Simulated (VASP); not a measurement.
# SnO2 in VASP: further runs

The runs below take SnO2 through single point, with PBE.

Everything below comes from runs of VASP 6.6.1. Logs are shortened: lines on timing, memory, paths and dates and some standing lists are left out, and cuts for length are marked.

## (1) The cell of the first run

The typed cell holds 6 atoms: a = 4.828 Å, b = 4.828 Å, c = 3.238 Å, α = 90.00°, β = 90.00°, γ = 90.00°.

## (2) Single point, PBE

INCAR reads:

```
SYSTEM = SnO2
ALGO     = Normal         ! electronic algorithm
EDIFF    = 1E-7           ! SCF threshold, eV
ENCUT    = 520            ! plane-wave cutoff, eV
GGA      = PE             ! functional
ISIF     = 2              ! what is computed and relaxed
ISMEAR   = 0              ! smearing method
LASPH    = .TRUE.         ! aspherical terms in the spheres
LCHARG   = .FALSE.        ! write CHGCAR
LREAL    = .FALSE.        ! projectors in reciprocal space
LWAVE    = .FALSE.        ! write WAVECAR
NBANDS   = 35             ! bands
NELM     = 80             ! most SCF steps
PREC     = Accurate       ! precision mode
SIGMA    = 0.02           ! smearing width, eV
```

KPOINTS reads:

```
k-points
0
G
  6 6 8
  0 0 0
```

POSCAR reads:

```
SnO2
1.0
    4.8277932898      0.0000000000      0.0000000000
    0.0000000000      4.8278069739      0.0000000000
    0.0000000000      0.0000000000      3.2379014683
Sn O
2 4
Direct
    0.5000000000      0.5000000000      0.5000000000
    0.0000000000      0.0000000000      0.0000000000
    0.3065724414      0.3066303347      0.0000000000
    0.8065724414      0.1933696653      0.5000000000
    0.1934275586      0.8066303347      0.5000000000
    0.6934275586      0.6933696653      0.0000000000
```

Potentials or basis: VASP PAW PBE potentials, release 64 (Sn_d, O).

Run with:

```bash
> cat potpaw_PBE.64/Sn_d/POTCAR potpaw_PBE.64/O/POTCAR > POTCAR
> mpirun -np 1 vasp_std > vasp.out
```

OUTCAR:

```text
SYSTEM = SnO2
   EDIFF = 1E-7
   ENCUT = 520
   GGA = PE
   ISIF = 2
   ISMEAR = 0
   LASPH = .TRUE.
   LREAL = .FALSE.
   NELM = 80
   PREC = Accurate

 ion  position               nearest neighbor table
   1  0.500  0.500  0.500-   3 2.09   6 2.09   3 2.09   6 2.09   5 2.09   4 2.09
   2  0.000  0.000  0.000-   4 2.09   5 2.09   4 2.09   5 2.09   3 2.09   6 2.09
   3  0.307  0.307  0.000-   1 2.09   1 2.09   2 2.09
   4  0.807  0.193  0.500-   2 2.09   2 2.09   1 2.09
   5  0.193  0.807  0.500-   2 2.09   2 2.09   1 2.09
   6  0.693  0.693  0.000-   1 2.09   1 2.09   2 2.09

  LATTYP: Found a simple tetragonal cell.
 ALAT       =     4.8277932898
 C/A-ratio  =     0.6706793920

  Lattice vectors:

 A1 = (   4.8277932898,   0.0000000000,   0.0000000000)
 A2 = (   0.0000000000,   4.8278069739,   0.0000000000)
 A3 = (   0.0000000000,   0.0000000000,   3.2379014683)

Analysis of symmetry for initial positions (statically):
=====================================================================
 Subroutine PRICEL returns:
 Original cell was already a primitive cell.

 Routine SETGRP: Setting up the symmetry group for a
 simple tetragonal supercell.

 Subroutine GETGRP returns: Found  8 space group operations
 (whereof  4 operations were pure point group operations)
 out of a pool of 16 trial point group operations.

The static configuration has the point symmetry C_2h.
 The point group associated with its full space group is D_2h.

Analysis of symmetry for dynamics (positions and initial velocities):
=====================================================================
 Subroutine PRICEL returns:
 Original cell was already a primitive cell.

 Routine SETGRP: Setting up the symmetry group for a
 simple tetragonal supercell.

 Subroutine GETGRP returns: Found  8 space group operations
 (whereof  4 operations were pure point group operations)
 out of a pool of 16 trial point group operations.

The dynamic configuration has the point symmetry C_2h.
 The point group associated with its full space group is D_2h.

 Subroutine INISYM returns: Found  8 space group operations
 (whereof  4 operations are pure point group operations),
 and found     1 'primitive' translations

----------------------------------------------------------------------------------------

                                     Primitive cell

  volume of cell :      75.4679

  direct lattice vectors                    reciprocal lattice vectors
     4.827793290  0.000000000  0.000000000     0.207133972  0.000000000  0.000000000
     0.000000000  4.827806974  0.000000000     0.000000000  0.207133385  0.000000000
     0.000000000  0.000000000  3.237901468     0.000000000  0.000000000  0.308842011

  length of vectors
     4.827793290  4.827806974  3.237901468     0.207133972  0.207133385  0.308842011

  position of ions in fractional coordinates (direct lattice)
     0.500000000  0.500000000  0.500000000
     0.000000000  0.000000000  0.000000000
     0.306572441  0.306630335  0.000000000
     0.806572441  0.193369665  0.500000000
     0.193427559  0.806630335  0.500000000
     0.693427559  0.693369665  0.000000000

  ion indices of the primitive-cell ions
   primitive index   ion index
                 1           1
                 2           2
                 3           3
                 4           4
                 5           5
                 6           6

----------------------------------------------------------------------------------------

 KPOINTS: k-points

Automatic generation of k-mesh.
 Grid dimensions read from file:
 generate k-points for:    6    6    8

 Generating k-lattice:

  Cartesian coordinates                     Fractional coordinates (reciprocal lattice)
     0.034522329  0.000000000  0.000000000     0.166666667  0.000000000  0.000000000
     0.000000000  0.034522231  0.000000000     0.000000000  0.166666667  0.000000000
     0.000000000  0.000000000  0.038605251     0.000000000  0.000000000  0.125000000

  Length of vectors
     0.034522329  0.034522231  0.038605251

  Shift w.r.t. Gamma in fractional coordinates (k-lattice)
     0.000000000  0.000000000  0.000000000

 Subroutine IBZKPT returns following result:
 ===========================================

 Found     80 irreducible k-points:

 Following reciprocal coordinates:
            Coordinates               Weight
  0.000000  0.000000  0.000000      1.000000
  0.166667  0.000000  0.000000      2.000000
  0.000000  0.166667  0.000000      2.000000
  0.333333  0.000000  0.000000      2.000000
  0.000000  0.333333  0.000000      2.000000
  0.500000  0.000000  0.000000      1.000000
[... 16 lines left out ...]
  0.000000  0.500000  0.125000      2.000000
  0.166667  0.166667  0.125000      8.000000
 [... further k-points ...]
   k-points           NKPTS =     80   k-points in BZ     NKDIM =     80   number of bands    NBANDS=     35
   number of dos      NEDOS =    301   number of ions     NIONS =      6
   total plane-waves  NPLWV =  31104
   dimension x,y,z NGX =    36 NGY =   36 NGZ =   24
   dimension x,y,z NGXF=    72 NGYF=   72 NGZF=   48
   ions per type =               2   4
   NGX,Y,Z   is equivalent  to a cutoff of  12.40, 12.40, 12.32 a.u.
   NGXF,Y,Z  is equivalent  to a cutoff of  24.79, 24.79, 24.64 a.u.
 SYSTEM =  SnO2
   PREC   = accura    normal or accurate (medium, high low for compatibility)
   ISTART =      0    job   : 0-new  1-cont  2-samecut
   ICHARG =      2    charge: 1-file 2-atom 10-const
   ISPIN  =      1    spin polarized calculation?
   LNONCOLLINEAR =      F non collinear calculations
   LSORBIT =      F    spin-orbit coupling
   LASPH  =      T    aspherical Exc in radial PAW
   ENCUT  =  520.0 eV  38.22 Ry    6.18 a.u.   8.98  8.98  6.02*2*pi/ulx,y,z
   NELM   =     80;   NELMIN=  2; NELMDL= -5     # of ELM steps
   EDIFF  = 0.1E-06   stopping-criterion for ELM
   LREAL  =      F    real-space projection
   EDIFFG = 0.1E-05   stopping-criterion for IOM
   NSW    =      0    number of steps for IOM
   IBRION =     -1    ionic relax: 0-MD 1-quasi-New 2-CG
   NFREE  =      0    steps in history (QN), initial steepest desc. (CG)
   ISIF   =      2    stress and relaxation
   ISYM   =      2    0-nonsym 1-usesym 2-fastsym
   POTIM  = 0.5000    time-step for ionic-motion
   TEBEG  =    0.0;   TEEND  =   0.0 temperature during run
   PSTRESS=    0.0 pullay stress
   NELECT =      52.0000    total number of electrons
   NUPDOWN=      -1.0000    fix difference up-down
   EMIN   =  10.00;   EMAX   =-10.00  energy-range for DOS
   EFERMI =   0.00;   METHOD = LEGACY
   ISMEAR =     0;   SIGMA  =   0.02  broadening in eV -4-tet -1-fermi 0-gaus
   EFERMI_NEDOS =   21; number of points for ismear=-14 and -15
   IALGO  =     38    algorithm
   IMIX   =      4    mixing-type and parameters
     AMIX     =   0.40;   BMIX     =  1.00
     AMIX_MAG =   1.60;   BMIX_MAG =  1.00
  volume/ion in A,a.u.               =      12.58        84.88
  Fermi-wavevector in a.u.,A,eV,Ry     =   1.445956  2.732461 28.446926  2.090790
  Thomas-Fermi vector in A             =   2.564080
   LORBIT       =      0    0 simple, 1 ext, 2 COOP (PROOUT), +10 PAW based schemes
   GGA     = PE    functional components
   LHFCALC =     F    Hartree Fock is set to
   AEXX    =    0.0000 exact exchange contribution
   IVDW    =     0    specifies the selected vdW correction
   LEPSILON=     F    determine dielectric tensor
   LRPA    =     F    only Hartree local field effects (RPA)
 non-spin polarized calculation
 Gauss-broadening in eV      SIGMA  =   0.02
  energy-cutoff  :      520.00
  volume of cell :       75.47
 maximum number of plane-waves:      2068
   NGX = 17   NGY = 17   NGZ = 13

 number of electron      52.0000002 magnetization

 Free energy of the ion-electron system (eV)
  ---------------------------------------------------
  ext. energy  EPLUGINS =         0.00000000
  ---------------------------------------------------
  free energy    TOTEN  =       -37.31098844 eV

  energy without entropy =      -37.31098844  energy(sigma->0) =      -37.31098844

 E-fermi :   5.6678     XC(G=0): -10.9754

 val. band max:        5.5303432876   @ k =   0.0000   0.0000   0.0000
 cond. band min:       6.1995519865   @ k =   0.0000   0.0000   0.0000
 fundamental gap:      0.6692086989
 Fermi energy:         5.6678055997

 k-point     1 :       0.0000    0.0000    0.0000
  band No.  band energies     occupation
      1     -15.5050      2.00000
      2     -14.8413      2.00000
      3     -14.6476      2.00000
      4     -14.6204      2.00000
      5     -14.6204      2.00000
      6     -14.5545      2.00000
[... 27 lines left out ...]
     34      17.0103      0.00000
     35      17.7808      0.00000

 k-point     2 :       0.1667    0.0000    0.0000
  band No.  band energies     occupation
      1     -15.4677      2.00000
      2     -14.8832      2.00000
      3     -14.6468      2.00000
      4     -14.6190      2.00000
      5     -14.6189      2.00000
      6     -14.5830      2.00000
[... 27 lines left out ...]
     34      17.1119      0.00000
     35      17.7863      0.00000

 k-point     3 :       0.0000    0.1667    0.0000
  band No.  band energies     occupation
      1     -15.4677      2.00000
      2     -14.8832      2.00000
      3     -14.6468      2.00000
      4     -14.6190      2.00000
      5     -14.6189      2.00000
      6     -14.5830      2.00000
[... 27 lines left out ...]
     34      17.1112      0.00000
     35      17.8047      0.00000

 k-point     4 :       0.3333    0.0000    0.0000
  band No.  band energies     occupation
      1     -15.3598      2.00000
      2     -15.0162      2.00000
      3     -14.6441      2.00000
      4     -14.6210      2.00000
      5     -14.6160      2.00000
      6     -14.6158      2.00000
[... 27 lines left out ...]
     34      17.4743      0.00000
     35      17.7678      0.00000

 k-point     5 :       0.0000    0.3333    0.0000
  band No.  band energies     occupation
      1     -15.3598      2.00000
      2     -15.0162      2.00000
      3     -14.6441      2.00000
      4     -14.6210      2.00000
      5     -14.6160      2.00000
      6     -14.6158      2.00000
[... 638 lines left out ...]
 k-point    22 :       0.5000    0.0000    0.1250
  band No.  band energies     occupation
      1     -15.1676      2.00000
      2     -15.1676      2.00000
      3     -14.7307      2.00000
      4     -14.7307      2.00000
      5     -14.5881      2.00000
      6     -14.5881      2.00000
[... 27 lines left out ...]
     34      17.6054      0.00000
     35      17.7978      0.00000

 k-point    23 :       0.0000    0.5000    0.1250
  band No.  band energies     occupation
      1     -15.1676      2.00000
      2     -15.1676      2.00000
      3     -14.7307      2.00000
      4     -14.7307      2.00000
      5     -14.5881      2.00000
      6     -14.5881      2.00000
[... 27 lines left out ...]
     34      17.6080      0.00000
     35      17.7972      0.00000

 k-point    24 :       0.1667    0.1667    0.1250
  band No.  band energies     occupation
      1     -15.3799      2.00000
      2     -14.9034      2.00000
      3     -14.7417      2.00000
      4     -14.7234      2.00000
      5     -14.6175      2.00000
      6     -14.5653      2.00000
[... 27 lines left out ...]
     34      17.3352      0.00000
     35      17.7291      0.00000

 [... further k-points ...]
[... 5 lines left out ...]
  --------------------------------------------------------------------------------------
  -------------------------------------------------------------------------------------
  Total        0.2312481      0.2321917      0.3834586     -0.0000000      0.0000000      0.0000000
  in kB        4.9093797      4.9294108      8.1407965     -0.0000000      0.0000000      0.0000000
  external PRESSURE =       5.9931957 kB  Pullay stress =       0.0000000 kB

 VOLUME and BASIS-vectors are now :
 -----------------------------------------------------------------------------
  energy-cutoff  :      520.00
  volume of cell :       75.47
      direct lattice vectors                 reciprocal lattice vectors
     4.827793290  0.000000000  0.000000000     0.207133972  0.000000000  0.000000000
     0.000000000  4.827806974  0.000000000     0.000000000  0.207133385  0.000000000
     0.000000000  0.000000000  3.237901468     0.000000000  0.000000000  0.308842011

 POSITION                                       TOTAL-FORCE (eV/Angst)
 -----------------------------------------------------------------------------------
      2.41390      2.41390      1.61895         0.000000      0.000000      0.000000
      0.00000      0.00000      0.00000         0.000000      0.000000      0.000000
      1.48007      1.48035      0.00000        -0.013935     -0.014120      0.000000
      3.89397      0.93355      1.61895        -0.013935      0.014120      0.000000
      0.93383      3.89426      1.61895         0.013935     -0.014120      0.000000
      3.34772      3.34745      0.00000         0.013935      0.014120      0.000000
 -----------------------------------------------------------------------------------
    total drift:                                0.000000      0.000000     -0.000000

  FREE ENERGIE OF THE ION-ELECTRON SYSTEM (eV)
  ---------------------------------------------------
  free  energy   TOTEN  =       -37.3109884438 eV

  energy  without entropy=      -37.3109884438  energy(sigma->0) =      -37.31098844
```

It took 4.2 min on 1 thread of AMD EPYC 7R43 (Zen 3), shared host; peak memory 0.26 GiB.

Results:

- Free energy: -37.3110 eV
- Pressure: 0.6 GPa
- Largest force: 0.020 eV/Å
- Band gap on the k mesh: 0.67 eV

Forces in eV/Å, atoms in the order of the input:
```
Sn   0.000  0.000  0.000
Sn   0.000  0.000  0.000
O   -0.014 -0.014  0.000
O   -0.014  0.014  0.000
O    0.014 -0.014  0.000
O    0.014  0.014  0.000
```

Caveat: semilocal functionals underestimate gaps, and a narrow one can read as zero; spin-orbit coupling is left out, which moves the levels of the heavy elements.

## (3) Single point, PBE

INCAR reads:

```
ALGO = Normal ; EDIFF = 1E-7
ENCUT = 520 ; GGA = PE
ISIF = 2 ; ISMEAR = 0
LASPH = T ; LCHARG = F
LREAL = F ; LWAVE = F
NBANDS = 35 ; NELM = 80
PREC = Accurate ; SIGMA = 0.05
```

KPOINTS reads:

```
k-points
0
Gamma
  6 6 8
```

POSCAR is that of step 2.

Potentials or basis: VASP PAW PBE potentials, release 64 (Sn_d, O).

Run with:

```bash
> cat potpaw_PBE.64/Sn_d/POTCAR potpaw_PBE.64/O/POTCAR > POTCAR
> mpirun -np 1 vasp_std > vasp.out
```

OUTCAR:

```text
EDIFF = 1E-7
   ENCUT = 520
   GGA = PE
   ISIF = 2
   ISMEAR = 0
   LASPH = T
   LREAL = F
   NELM = 80
   PREC = Accurate

 ion  position               nearest neighbor table
   1  0.500  0.500  0.500-   3 2.09   6 2.09   3 2.09   6 2.09   5 2.09   4 2.09
   2  0.000  0.000  0.000-   4 2.09   5 2.09   4 2.09   5 2.09   3 2.09   6 2.09
   3  0.307  0.307  0.000-   1 2.09   1 2.09   2 2.09
   4  0.807  0.193  0.500-   2 2.09   2 2.09   1 2.09
   5  0.193  0.807  0.500-   2 2.09   2 2.09   1 2.09
   6  0.693  0.693  0.000-   1 2.09   1 2.09   2 2.09

  LATTYP: Found a simple tetragonal cell.
 ALAT       =     4.8277932898
 C/A-ratio  =     0.6706793920

  Lattice vectors:

 A1 = (   4.8277932898,   0.0000000000,   0.0000000000)
 A2 = (   0.0000000000,   4.8278069739,   0.0000000000)
 A3 = (   0.0000000000,   0.0000000000,   3.2379014683)

Analysis of symmetry for initial positions (statically):
=====================================================================
 Subroutine PRICEL returns:
[... 176 lines left out ...]
  ---------------------------------------------------
  free energy    TOTEN  =       -37.31098844 eV

  energy without entropy =      -37.31098844  energy(sigma->0) =      -37.31098844

 E-fermi :   5.7842     XC(G=0): -10.9754

 val. band max:        5.5303432876   @ k =   0.0000   0.0000   0.0000
 cond. band min:       6.1995519865   @ k =   0.0000   0.0000   0.0000
 fundamental gap:      0.6692086989
 Fermi energy:         5.7842329601

 k-point     1 :       0.0000    0.0000    0.0000
  band No.  band energies     occupation
      1     -15.5050      2.00000
      2     -14.8413      2.00000
      3     -14.6476      2.00000
      4     -14.6204      2.00000
      5     -14.6204      2.00000
      6     -14.5545      2.00000
[... 901 lines left out ...]
     34      17.3352      0.00000
     35      17.7291      0.00000

 [... further k-points ...]
[... 5 lines left out ...]
  --------------------------------------------------------------------------------------
  -------------------------------------------------------------------------------------
  Total        0.2312481      0.2321916      0.3834587      0.0000000      0.0000000      0.0000000
  in kB        4.9093791      4.9294102      8.1407972      0.0000000      0.0000000      0.0000000
  external PRESSURE =       5.9931955 kB  Pullay stress =       0.0000000 kB

 VOLUME and BASIS-vectors are now :
 -----------------------------------------------------------------------------
  energy-cutoff  :      520.00
  volume of cell :       75.47
      direct lattice vectors                 reciprocal lattice vectors
     4.827793290  0.000000000  0.000000000     0.207133972  0.000000000  0.000000000
     0.000000000  4.827806974  0.000000000     0.000000000  0.207133385  0.000000000
     0.000000000  0.000000000  3.237901468     0.000000000  0.000000000  0.308842011

 POSITION                                       TOTAL-FORCE (eV/Angst)
 -----------------------------------------------------------------------------------
      2.41390      2.41390      1.61895        -0.000000      0.000000      0.000000
      0.00000      0.00000      0.00000        -0.000000      0.000000      0.000000
      1.48007      1.48035      0.00000        -0.013935     -0.014120      0.000000
      3.89397      0.93355      1.61895        -0.013935      0.014120      0.000000
      0.93383      3.89426      1.61895         0.013935     -0.014120      0.000000
      3.34772      3.34745      0.00000         0.013935      0.014120      0.000000
 -----------------------------------------------------------------------------------
    total drift:                                0.000000      0.000000     -0.000000

  FREE ENERGIE OF THE ION-ELECTRON SYSTEM (eV)
  ---------------------------------------------------
  free  energy   TOTEN  =       -37.3109884438 eV

  energy  without entropy=      -37.3109884438  energy(sigma->0) =      -37.31098844
```

stdout:

```text
POSCAR found type information on POSCAR SnO
 POSCAR found :  2 types and       6 ions
 scaLAPACK will be used
 LDA part: xc-table for (Slater+PW92), standard interpolation
 POSCAR, INCAR and KPOINTS ok, starting setup
 FFT: planning ... GRIDC
 FFT: planning ... GRID_SOFT
 FFT: planning ... GRID
 WAVECAR not read
 entering main loop
```

It took 4.3 min on 1 thread of AMD EPYC 7R43 (Zen 3), shared host; peak memory 0.26 GiB.

Results:

* Free energy: -37.3110 eV
* Pressure: 0.6 GPa
* Largest force: 0.020 eV/Å
* Band gap on the k mesh: 0.67 eV

Forces on the atoms (eV/Å):
```
Sn   0.000  0.000  0.000
Sn   0.000  0.000  0.000
O   -0.014 -0.014  0.000
O   -0.014  0.014  0.000
O    0.014 -0.014  0.000
O    0.014  0.014  0.000
```

Caveat: semilocal functionals underestimate gaps, and a narrow one can read as zero; spin-orbit coupling is left out, which moves the levels of the heavy elements.
